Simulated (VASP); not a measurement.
# BiTe (Fm-3m) in VASP: a series of runs

Runs on BiTe. Level: LDA. Tasks: electric field gradients.

Program: VASP 6.6.1. These are calculated values, not measurements. Logs are shortened: lines on timing, memory, paths and dates and some standing lists are left out, and cuts for length are marked.

### 1 The cell of the first run

The structure is cubic, space group Fm-3m (No. 225). The conventional cell has a = 6.338 Å, b = 6.338 Å, c = 6.338 Å, α = 90.00°, β = 90.00°, γ = 90.00°. Bi (site symmetry m-3m) has 6 Te at 3.17 Å within 4.2 Å. Within 4.2 Å of Te (site symmetry m-3m) lie 6 Bi at 3.17 Å.

### 2 Electric field gradients, LDA (volume scaled by 0.94)

File INCAR:

```
SYSTEM = BiTe
ALGO     = Normal         ! electronic algorithm
EDIFF    = 1E-8           ! SCF threshold, eV
ENCUT    = 520            ! plane-wave cutoff, eV
ISIF     = 2              ! what is computed and relaxed
ISMEAR   = -1             ! smearing method
LASPH    = .True.         ! aspherical terms in the spheres
LCHARG   = .False.        ! write CHGCAR
LEFG     = .True.       
LREAL    = .False.        ! projectors in reciprocal space
LWAVE    = .False.        ! write WAVECAR
NBANDS   = 18             ! bands
NELM     = 100            ! most SCF steps
PREC     = Accurate       ! precision mode
SIGMA    = 0.08           ! smearing width, eV
```

File KPOINTS:

```
k-points
0
Gamma
  10 10 10
  0 0 0
```

File POSCAR:

```
BiTe
1.0
    0.0000000000      3.1689610617      3.1689610617
    3.1689610617      0.0000000000      3.1689610617
    3.1689610617      3.1689610617      0.0000000000
Bi Te
1 1
Direct
    0.0000000000      0.0000000000      0.0000000000
    0.5000000000      0.5000000000      0.5000000000
```

Potentials or basis: VASP PAW LDA potentials, release 64 (Bi_d, Te).

Run with:

```sh
> cat potpaw_LDA.64/Bi_d/POTCAR potpaw_LDA.64/Te/POTCAR > POTCAR
> mpirun -np 1 vasp_std > vasp.out
```

OUTCAR:

```text
SYSTEM = BiTe
   EDIFF = 1E-8
   ENCUT = 520
   ISIF = 2
   ISMEAR = -1
   LASPH = .True.
   LREAL = .False.
   NELM = 100
   PREC = Accurate

 ion  position               nearest neighbor table
   1  0.000  0.000  0.000-   2 3.17   2 3.17   2 3.17   2 3.17   2 3.17   2 3.17
   2  0.500  0.500  0.500-   1 3.17   1 3.17   1 3.17   1 3.17   1 3.17   1 3.17

  LATTYP: Found a face centered cubic cell.
 ALAT       =     6.3379221234

  Lattice vectors:

 A1 = (   0.0000000000,   3.1689610617,   3.1689610617)
 A2 = (   3.1689610617,   0.0000000000,   3.1689610617)
 A3 = (   3.1689610617,   3.1689610617,   0.0000000000)

Analysis of symmetry for initial positions (statically):
=====================================================================
 Subroutine PRICEL returns:
 Original cell was already a primitive cell.

 Routine SETGRP: Setting up the symmetry group for a
 face centered cubic supercell.

 Subroutine GETGRP returns: Found 48 space group operations
 (whereof 48 operations were pure point group operations)
 out of a pool of 48 trial point group operations.

The static configuration has the point symmetry O_h .

Analysis of symmetry for dynamics (positions and initial velocities):
=====================================================================
 Subroutine PRICEL returns:
 Original cell was already a primitive cell.

 Routine SETGRP: Setting up the symmetry group for a
 face centered cubic supercell.

 Subroutine GETGRP returns: Found 48 space group operations
 (whereof 48 operations were pure point group operations)
 out of a pool of 48 trial point group operations.

The dynamic configuration has the point symmetry O_h .

 Subroutine INISYM returns: Found 48 space group operations
 (whereof 48 operations are pure point group operations),
 and found     1 'primitive' translations

----------------------------------------------------------------------------------------

                                     Primitive cell

  volume of cell :      63.6474

  direct lattice vectors                    reciprocal lattice vectors
     0.000000000  3.168961062  3.168961062    -0.157780418  0.157780418  0.157780418
     3.168961062  0.000000000  3.168961062     0.157780418 -0.157780418  0.157780418
     3.168961062  3.168961062  0.000000000     0.157780418  0.157780418 -0.157780418

[... 114 lines left out ...]
 non-spin polarized calculation
  energy-cutoff  :      520.00
  volume of cell :       63.65
 maximum number of plane-waves:      1736
 NGX is ok and might be reduce to    36
   NGX = 17   NGY = 17   NGZ = 17

 number of electron      21.0000001 magnetization

 Free energy of the ion-electron system (eV)
  ---------------------------------------------------
  ext. energy  EPLUGINS =         0.00000000
  ---------------------------------------------------
  free energy    TOTEN  =        -8.53275257 eV

  energy without entropy =       -8.50343861  energy(sigma->0) =       -8.51809559

 E-fermi :   7.2068     XC(G=0):  -9.9477

 val. band max:        7.1820931882   @ k =  -0.2000   0.1000   0.0000
 cond. band min:       7.2523720588   @ k =   0.2000   0.2000   0.0000
 fundamental gap:      0.0702788706
 Fermi energy:         7.2068259963

 k-point     1 :       0.0000    0.0000    0.0000
  band No.  band energies     occupation
      1     -15.8948      2.00000
      2     -15.8948      2.00000
      3     -15.8835      2.00000
      4     -15.8835      2.00000
      5     -15.8835      2.00000
      6      -6.7621      2.00000
[... 481 lines left out ...]
      5     -15.8725      2.00000
      6      -5.3195      2.00000
[... 10 lines left out ...]
     17      16.2483      0.00000
     18      16.3230      0.00000

 [... further k-points ...]
[... 5 lines left out ...]
  --------------------------------------------------------------------------------------
  -------------------------------------------------------------------------------------
  Total        0.1834348      0.1834348      0.1834348      0.0000000      0.0000000      0.0000000
  in kB        4.6175503      4.6175503      4.6175503      0.0000000      0.0000000      0.0000000
  external PRESSURE =       4.6175503 kB  Pullay stress =       0.0000000 kB

 VOLUME and BASIS-vectors are now :
 -----------------------------------------------------------------------------
  energy-cutoff  :      520.00
  volume of cell :       63.65
      direct lattice vectors                 reciprocal lattice vectors
     0.000000000  3.168961062  3.168961062    -0.157780418  0.157780418  0.157780418
     3.168961062  0.000000000  3.168961062     0.157780418 -0.157780418  0.157780418
     3.168961062  3.168961062  0.000000000     0.157780418  0.157780418 -0.157780418

 POSITION                                       TOTAL-FORCE (eV/Angst)
 -----------------------------------------------------------------------------------
      0.00000      0.00000      0.00000         0.000000      0.000000      0.000000
      3.16896      3.16896      3.16896         0.000000      0.000000      0.000000
 -----------------------------------------------------------------------------------
    total drift:                               -0.000000      0.000000      0.000000

  FREE ENERGIE OF THE ION-ELECTRON SYSTEM (eV)
  ---------------------------------------------------
  free  energy   TOTEN  =        -8.5327525748 eV

  energy  without entropy=       -8.5034386111  energy(sigma->0) =       -8.51809559

 Electric field gradients (V/A^2)
---------------------------------------------------------------------
 ion       V_xx      V_yy      V_zz      V_xy      V_xz      V_yz
---------------------------------------------------------------------
   1      -0.000     0.000    -0.000    -0.001    -0.001    -0.001
   2      -0.000     0.000     0.000     0.000     0.000     0.000
---------------------------------------------------------------------

 Electric field gradients after diagonalization (V/A^2)
 (convention: |V_zz| > |V_xx| > |V_yy|)
----------------------------------------------------------------------
 ion       V_xx      V_yy      V_zz     asymmetry (V_yy - V_xx)/ V_zz
----------------------------------------------------------------------
   1       0.001     0.001    -0.003       0.000
   2      -0.000    -0.000     0.000       0.000
----------------------------------------------------------------------

           NMR quadrupolar parameters

 Cq : quadrupolar parameter    Cq=e*Q*V_zz/h
 eta: asymmetry parameters     (V_yy - V_xx)/ V_zz
 Q  : nuclear electric quadrupole moment in mb (millibarn)
----------------------------------------------------------------------
 ion       Cq(MHz)       eta       Q (mb)
----------------------------------------------------------------------
   1      -0.000       0.000       1.000
   2       0.000       0.000       1.000
----------------------------------------------------------------------
```

OSZICAR:

```text
N       E                     dE             d eps       ncg     rms          rms(c)
DAV:   1     0.157872555198E+03    0.15787E+03   -0.99440E+03  1692   0.114E+03
DAV:   2     0.304536885154E+01   -0.15483E+03   -0.15084E+03  1826   0.308E+02
DAV:   3    -0.823129465249E+01   -0.11277E+02   -0.11150E+02  2044   0.879E+01
DAV:   4    -0.854630766815E+01   -0.31501E+00   -0.31462E+00  2074   0.157E+01
DAV:   5    -0.855978950176E+01   -0.13482E-01   -0.13481E-01  2340   0.305E+00    0.705E+00
DAV:   6    -0.853526755674E+01    0.24522E-01   -0.60112E-02  2440   0.166E+00    0.438E+00
DAV:   7    -0.853339311796E+01    0.18744E-02   -0.19329E-02  2174   0.795E-01    0.321E-01
DAV:   8    -0.853272163995E+01    0.67148E-03   -0.40296E-03  2186   0.450E-01    0.952E-02
DAV:   9    -0.853275218630E+01   -0.30546E-04   -0.35541E-04  1886   0.104E-01    0.397E-02
DAV:  10    -0.853275273373E+01   -0.54743E-06   -0.12844E-05  2208   0.198E-02    0.262E-02
DAV:  11    -0.853275267098E+01    0.62753E-07   -0.15388E-06  1990   0.686E-03    0.528E-03
DAV:  12    -0.853275257197E+01    0.99009E-07   -0.41666E-07  2256   0.476E-03    0.244E-03
DAV:  13    -0.853275257477E+01   -0.28003E-08   -0.34468E-08  1874   0.928E-04
   1 F= -.85327526E+01 E0= -.85180956E+01  d E =-.293140E-01
```

stdout:

```text
POSCAR found type information on POSCAR BiTe
 POSCAR found :  2 types and       2 ions
 scaLAPACK will be used
 LDA part: xc-table for (Slater(with rela. corr.)+CA(PZ))
 , standard interpolation
 POSCAR, INCAR and KPOINTS ok, starting setup
 FFT: planning ... GRIDC
 FFT: planning ... GRID_SOFT
 FFT: planning ... GRID
 WAVECAR not read
 entering main loop
ion   1

ion   2
```

Wall time 19 s (1 thread of Intel Xeon 6975P-C (Granite Rapids), shared host); peak memory 0.2 GiB.

Results:

| Item | Value |
| --- | --- |
| Free energy | -8.5328 eV |
| Pressure | 0.5 GPa |

Levels at points of the mesh, in eV from the Fermi level:
```csv
k point,band 8,band 9,band 10,band 11,band 12,band 13
"(0.00, 0.00, 0.00)",-2.68,-2.68,-2.68,2.26,2.26,2.26
"(0.50, 0.00, 0.00)",-2.00,-2.00,-1.55,-0.88,-0.73,-0.73
"(0.50, 0.50, 0.00)",-6.07,-4.29,-4.29,2.02,3.86,3.86
```

Caveat: without QUAD_EFG the Cq values of the log hold for a quadrupole moment of 1 mb, not for the nuclei; spin-orbit coupling is left out, which moves the levels of the heavy elements.

### 3 Electric field gradients, LDA (volume scaled by 0.98)

File INCAR:

```
ALGO = Normal
EDIFF = 1E-8
ENCUT = 520
GGA = CA
ISIF = 2
ISMEAR = -1
LASPH = True
LCHARG = False
LEFG = True
LREAL = False
LWAVE = False
NBANDS = 18
NELM = 60
PREC = Accurate
SIGMA = 0.08
```

File KPOINTS:

```
k-points
0
Gamma
  10 10 10
```

File POSCAR:

```
BiTe
1.0
    0.0000000000      3.2132879364      3.2132879364
    3.2132879364      0.0000000000      3.2132879364
    3.2132879364      3.2132879364      0.0000000000
Bi Te
1 1
Direct
    0.0000000000      0.0000000000      0.0000000000
    0.5000000000      0.5000000000      0.5000000000
```

Potentials or basis: VASP PAW LDA potentials, release 64 (Bi_d, Te).

Run with:

```sh
> cat potpaw_LDA.64/Bi_d/POTCAR potpaw_LDA.64/Te/POTCAR > POTCAR
> mpirun -np 1 vasp_std > vasp.out
```

OUTCAR:

```text
EDIFF = 1E-8
   ENCUT = 520
   GGA = CA
   ISIF = 2
   ISMEAR = -1
   LASPH = True
   LREAL = False
   NELM = 60
   PREC = Accurate

 ion  position               nearest neighbor table
   1  0.000  0.000  0.000-   2 3.21   2 3.21   2 3.21   2 3.21   2 3.21   2 3.21
   2  0.500  0.500  0.500-   1 3.21   1 3.21   1 3.21   1 3.21   1 3.21   1 3.21

  LATTYP: Found a face centered cubic cell.
 ALAT       =     6.4265758728

  Lattice vectors:

 A1 = (   0.0000000000,   3.2132879364,   3.2132879364)
 A2 = (   3.2132879364,   0.0000000000,   3.2132879364)
 A3 = (   3.2132879364,   3.2132879364,   0.0000000000)

Analysis of symmetry for initial positions (statically):
=====================================================================
 Subroutine PRICEL returns:
 Original cell was already a primitive cell.

 Routine SETGRP: Setting up the symmetry group for a
 face centered cubic supercell.

 Subroutine GETGRP returns: Found 48 space group operations
 (whereof 48 operations were pure point group operations)
 out of a pool of 48 trial point group operations.

The static configuration has the point symmetry O_h .

Analysis of symmetry for dynamics (positions and initial velocities):
=====================================================================
 Subroutine PRICEL returns:
 Original cell was already a primitive cell.

 Routine SETGRP: Setting up the symmetry group for a
 face centered cubic supercell.

 Subroutine GETGRP returns: Found 48 space group operations
 (whereof 48 operations were pure point group operations)
 out of a pool of 48 trial point group operations.

The dynamic configuration has the point symmetry O_h .

 Subroutine INISYM returns: Found 48 space group operations
 (whereof 48 operations are pure point group operations),
 and found     1 'primitive' translations

----------------------------------------------------------------------------------------

                                     Primitive cell

  volume of cell :      66.3558

  direct lattice vectors                    reciprocal lattice vectors
     0.000000000  3.213287936  3.213287936    -0.155603858  0.155603858  0.155603858
     3.213287936  0.000000000  3.213287936     0.155603858 -0.155603858  0.155603858
     3.213287936  3.213287936  0.000000000     0.155603858  0.155603858 -0.155603858

  length of vectors
     4.544275379  4.544275379  4.544275379     0.269513788  0.269513788  0.269513788

  position of ions in fractional coordinates (direct lattice)
     0.000000000  0.000000000  0.000000000
     0.500000000  0.500000000  0.500000000

  ion indices of the primitive-cell ions
   primitive index   ion index
                 1           1
                 2           2

----------------------------------------------------------------------------------------

 KPOINTS: k-points

Automatic generation of k-mesh.
 Grid dimensions read from file:
 generate k-points for:   10   10   10

 Generating k-lattice:
[... 62 lines left out ...]
   EDIFF  = 0.1E-07   stopping-criterion for ELM
   LREAL  =      F    real-space projection
   EDIFFG = 0.1E-06   stopping-criterion for IOM
   NSW    =      0    number of steps for IOM
   IBRION =     -1    ionic relax: 0-MD 1-quasi-New 2-CG
   NFREE  =      0    steps in history (QN), initial steepest desc. (CG)
   ISIF   =      2    stress and relaxation
   ISYM   =      2    0-nonsym 1-usesym 2-fastsym
   POTIM  = 0.5000    time-step for ionic-motion
   TEBEG  =    0.0;   TEEND  =   0.0 temperature during run
   PSTRESS=    0.0 pullay stress
   NELECT =      21.0000    total number of electrons
   NUPDOWN=      -1.0000    fix difference up-down
   EMIN   =  10.00;   EMAX   =-10.00  energy-range for DOS
   EFERMI =   0.00;   METHOD = LEGACY
   ISMEAR =    -1;   SIGMA  =   0.08  broadening in eV -4-tet -1-fermi 0-gaus
   EFERMI_NEDOS =   21; number of points for ismear=-14 and -15
   IALGO  =     38    algorithm
   IMIX   =      4    mixing-type and parameters
     AMIX     =   0.40;   BMIX     =  1.00
     AMIX_MAG =   1.60;   BMIX_MAG =  1.00
  volume/ion in A,a.u.               =      33.18       223.90
  Fermi-wavevector in a.u.,A,eV,Ry     =   1.115634  2.108242 16.934335  1.244639
  Thomas-Fermi vector in A             =   2.252240
   LORBIT       =      0    0 simple, 1 ext, 2 COOP (PROOUT), +10 PAW based schemes
   GGA     = CA    functional components
   LHFCALC =     F    Hartree Fock is set to
   AEXX    =    0.0000 exact exchange contribution
   IVDW    =     0    specifies the selected vdW correction
   LEPSILON=     F    determine dielectric tensor
   LRPA    =     F    only Hartree local field effects (RPA)
 non-spin polarized calculation
  energy-cutoff  :      520.00
  volume of cell :       66.36
 maximum number of plane-waves:      1816
 NGX is ok and might be reduce to    36
   NGX = 17   NGY = 17   NGZ = 17

 number of electron      21.0000004 magnetization

 Free energy of the ion-electron system (eV)
  ---------------------------------------------------
  ext. energy  EPLUGINS =         0.00000000
  ---------------------------------------------------
  free energy    TOTEN  =        -8.52152755 eV

  energy without entropy =       -8.49146513  energy(sigma->0) =       -8.50649634

 E-fermi :   6.6718     XC(G=0):  -9.7640

 val. band max:        6.6675794282   @ k =   0.5000   0.1000   0.0000
 cond. band min:       6.6815349574   @ k =   0.2000   0.2000   0.0000
 fundamental gap:      0.0139555291
 Fermi energy:         6.6717995636

 k-point     1 :       0.0000    0.0000    0.0000
  band No.  band energies     occupation
      1     -16.4004      2.00000
      2     -16.4004      2.00000
      3     -16.3920      2.00000
      4     -16.3920      2.00000
      5     -16.3920      2.00000
      6      -6.9876      2.00000
[... 481 lines left out ...]
      5     -16.3828      2.00000
      6      -5.6366      2.00000
[... 10 lines left out ...]
     17      15.6514      0.00000
     18      15.7313      0.00000

 [... further k-points ...]
[... 5 lines left out ...]
  --------------------------------------------------------------------------------------
  -------------------------------------------------------------------------------------
  Total       -0.7403285     -0.7403285     -0.7403285     -0.0000000      0.0000000     -0.0000000
  in kB      -17.8754154    -17.8754154    -17.8754154     -0.0000000      0.0000000     -0.0000000
  external PRESSURE =     -17.8754154 kB  Pullay stress =       0.0000000 kB

 VOLUME and BASIS-vectors are now :
 -----------------------------------------------------------------------------
  energy-cutoff  :      520.00
  volume of cell :       66.36
      direct lattice vectors                 reciprocal lattice vectors
     0.000000000  3.213287936  3.213287936    -0.155603858  0.155603858  0.155603858
     3.213287936  0.000000000  3.213287936     0.155603858 -0.155603858  0.155603858
     3.213287936  3.213287936  0.000000000     0.155603858  0.155603858 -0.155603858

 POSITION                                       TOTAL-FORCE (eV/Angst)
 -----------------------------------------------------------------------------------
      0.00000      0.00000      0.00000        -0.000000      0.000000      0.000000
      3.21329      3.21329      3.21329         0.000000     -0.000000     -0.000000
 -----------------------------------------------------------------------------------
    total drift:                               -0.000000      0.000000      0.000000

  FREE ENERGIE OF THE ION-ELECTRON SYSTEM (eV)
  ---------------------------------------------------
  free  energy   TOTEN  =        -8.5215275515 eV

  energy  without entropy=       -8.4914651290  energy(sigma->0) =       -8.50649634

 Electric field gradients (V/A^2)
---------------------------------------------------------------------
 ion       V_xx      V_yy      V_zz      V_xy      V_xz      V_yz
---------------------------------------------------------------------
   1       0.000     0.000    -0.000    -0.000    -0.000    -0.000
   2       0.000    -0.000     0.000    -0.000    -0.000    -0.000
---------------------------------------------------------------------

 Electric field gradients after diagonalization (V/A^2)
 (convention: |V_zz| > |V_xx| > |V_yy|)
----------------------------------------------------------------------
 ion       V_xx      V_yy      V_zz     asymmetry (V_yy - V_xx)/ V_zz
----------------------------------------------------------------------
   1       0.000     0.000    -0.001       0.000
   2       0.000     0.000    -0.000       0.000
----------------------------------------------------------------------

           NMR quadrupolar parameters

 Cq : quadrupolar parameter    Cq=e*Q*V_zz/h
 eta: asymmetry parameters     (V_yy - V_xx)/ V_zz
 Q  : nuclear electric quadrupole moment in mb (millibarn)
----------------------------------------------------------------------
 ion       Cq(MHz)       eta       Q (mb)
----------------------------------------------------------------------
   1      -0.000       0.000       1.000
   2      -0.000       0.000       1.000
----------------------------------------------------------------------
```

Run time: 20 s. Hardware: 1 thread of Intel Xeon 6975P-C (Granite Rapids), shared host; peak memory 0.2 GiB.

Results:

```
Free energy : -8.5215 eV
Pressure    : -1.8 GPa
```

Caveat: without QUAD_EFG the Cq values of the log hold for a quadrupole moment of 1 mb, not for the nuclei; spin-orbit coupling is left out, which moves the levels of the heavy elements.

(Part 1 of 2 ends here.)
